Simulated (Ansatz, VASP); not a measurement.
# BaS in VASP and in Ansatz

```
Ba S
1.0
     0.00000    3.21180    3.14756
     3.21180    0.00000    3.14756
     3.21180    3.21180    0.00000
Ba S
1 1
Direct
  0.00000 0.00000 0.00000
  0.50000 0.50000 0.50000
```

Change from the starting cell: uniaxial_z strain -2.0%.

Alike in both runs: task single point; functional PBE; k mesh 8 × 8 × 8; occupations fermi-dirac, width 0.02 eV; no spin polarisation.

|  | VASP | Ansatz |
| --- | --- | --- |
| version | VASP 6.6.1 | Ansatz 0.2.0 |
| potentials or method | VASP PAW PBE potentials, release 64 (Ba_sv, S) | plane waves, PAW |
| plane-wave cutoff (eV) | 520 | 420 |
| valence electrons in the cell | 16 | 16 |

```tsv
	VASP	Ansatz	Ansatz less VASP
gap on the k mesh at the Fermi level (eV)	2.04	2.15	+0.104
pressure (GPa)	1.6	1.0	-0.60
traceless stress, the component that is largest in VASP (GPa)	1.25	1.14	-0.112
```

Neither program's run includes spin-orbit coupling.
